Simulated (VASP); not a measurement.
Crystal: CdS.

```
CELL_PARAMETERS angstrom
0.00000 2.75324 2.75324
2.75324 0.00000 2.75324
2.75324 2.75324 0.00000
ATOMIC_POSITIONS crystal
Cd 0.00000 0.00000 0.00000
S 0.50000 0.50000 0.50000
```

| Property | Result |
| --- | --- |
| Program | VASP 6.6.1 |
| Task | relaxation of cell and atoms |
| Functional | revPBE |
| Dispersion | D3(BJ) |
| Potentials or basis | VASP PAW PBE potentials, release 64 (Cd, S) |
| Cutoff | 600 eV |
| k mesh | 8 × 8 × 8 |
| Occupations | fermi-dirac, width 0.05 eV |
| Spin | no spin polarisation |

At the start: pressure -4.0 GPa; volume 20.87 Å³/atom.

Question: How do energy, volume and symmetry change on relaxing?

Answer: Over 3 steps the energy falls by 14.7 meV/atom and the volume is 19.75 Å³/atom (-5.4 %); space group Fm-3m (No. 225, to 0.05 Å).

Step by step:
| step | energy change (eV) | largest force (eV/Å) | pressure (GPa) | volume (Å³) |
| --- | --- | --- | --- | --- |
| 1 | 0.0000 | 0.0000 | -3.99 | 41.74 |
| 2 | -0.0249 | 0.0000 | 1.82 | 38.68 |
| 3 | -0.0294 | 0.0000 | 0.00 | 39.50 |

Final structure:
```
Cd S
1.0
     0.00000    2.70300    2.70300
     2.70300    0.00000    2.70300
     2.70300    2.70300    0.00000
Cd S
1 1
Direct
  0.00000 0.00000 0.00000
  0.50000 0.50000 0.50000
```

Caveat: the PAW data sets were made with another functional, which shifts forces and pressure a little.
